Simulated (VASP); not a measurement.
Write the native input for VASP 6.6.1 that does the following.

```
Task                   : single point
Functional             : PBE
Dispersion             : D3(BJ)
Potentials or basis    : VASP PAW PBE potentials, release 64 (In_d, Se)
Cutoff                 : 520 eV
k mesh                 : 12 × 12 × 2
Occupations            : gaussian, width 0.03 eV
Spin                   : no spin polarisation
Dipole correction      : no
Further INCAR settings : ALGO = Normal; EDIFF = 1e-06; NBANDS = 48
```

The structure of InSe lies in POSCAR:

```
InSe
1.0
    4.0317714860      0.0000000000      0.0000000000
   -2.0158857430      3.4916165292      0.0000000000
    0.0000000000      0.0000000000     16.7623717135
In Se
4 4
Direct
    0.3190133186      0.6380266373      0.1666581949
    0.6523466520      0.3046933039      0.6666581949
    0.3190133186      0.6380266373      0.3333418051
    0.6523466520      0.3046933039      0.8333418051
    0.3333333333      0.6666666667      0.5898711344
    0.6666666667      0.3333333333      0.0898711344
    0.3333333333      0.6666666667      0.9101288656
    0.6666666667      0.3333333333      0.4101288656
```

This cell differs from its parent crystal: all In atoms moved -0.100 Å, as atom 1 along Cartesian [0 1 0].

These files were run (other wordings do the same):

INCAR

```
PREC = Accurate
ENCUT = 520
EDIFF = 1E-6
ISMEAR = 0
SIGMA = 0.03
LREAL = False
LASPH = True
NELM = 60
ALGO = Normal
ISIF = 2
LWAVE = False
LCHARG = True
GGA = PE
IVDW = 12
LELF = True
LVHAR = True
NBANDS = 48
```

KPOINTS

```
regular mesh
0
Gamma
  12 12 2
```

Potentials or basis: VASP PAW PBE potentials, release 64 (In_d, Se).

Run with:

```bash
$ cat potpaw_PBE.64/In_d/POTCAR potpaw_PBE.64/Se/POTCAR > POTCAR
$ mpirun -np 1 vasp_std > vasp.out
```

Results of the run:

```
Pressure                   : 0.2 GPa
Largest force              : 0.572 eV/Å
Band gap on the k mesh     : 0.36 eV
Dispersion energy per atom : -0.297 eV
```

Caveat: the cell differs from its parent crystal (all In atoms moved -0.100 Å, as atom 1 along Cartesian [0 1 0]); spin-orbit coupling is left out, which moves the levels of the heavy elements.

Wall time 17 min on 1 thread of Oxide Virtual Turin-like Processor, on a shared host, peak memory 0.8 GiB.
